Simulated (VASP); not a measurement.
## Ti: single point with PBE

The system is Ti.

```
Ti
1.0
     2.90907    0.00000    0.00000
    -1.45454    2.51933    0.00000
     0.00000    0.00000    4.67854
Ti
2
Direct
  0.33333 0.66667 0.25000
  0.66667 0.33333 0.75000
```

This cell differs from its parent crystal: biaxial strain in the a-b plane: -1.0 %.

```yaml
Program: VASP 6.6.1
Task: single point
Functional: PBE
Potentials_or_basis: VASP PAW PBE potentials, release 64 (Ti_sv)
Cutoff: 520 eV
k_mesh: 24 × 24 × 12
Occupations: gaussian, width 0.1 eV
Spin: no spin polarisation
Dipole_correction: no
Further_INCAR_settings: ALGO = Fast; EDIFF = 1e-06; NBANDS = 19
```

The pressure is 1.3 GPa. The band gap on the k mesh is zero (bands 12 and 13 overlap by 1.16 eV).

Stress tensor (GPa, compression positive):
```
1.95 0.00 0.00
0.00 1.95 0.00
0.00 0.00 0.10
```

Levels at points of the mesh, in eV from the Fermi level:
```tsv
k point	band 9	band 10	band 11	band 12	band 13	band 14	band 15	band 16
(0.00, 0.00, 0.00)	-6.25	-2.74	0.66	0.80	0.80	0.80	1.28	1.28
(0.50, 0.00, 0.00)	-2.35	-2.19	-1.90	-0.56	0.56	0.58	1.13	3.45
(0.00, 0.00, 0.50)	-4.41	-4.41	0.02	0.02	0.72	0.72	0.72	0.72
(0.50, 0.00, 0.50)	-2.58	-2.58	-0.86	-0.86	1.37	1.37	1.79	1.79
```

Wall time 5.7 min on 1 thread of AMD EPYC 9R45 96-Core Processor (Zen 5) (shared host), peak memory 0.3 GiB.

Caveat: the cell differs from its parent crystal (biaxial strain in the a-b plane: -1.0 %).
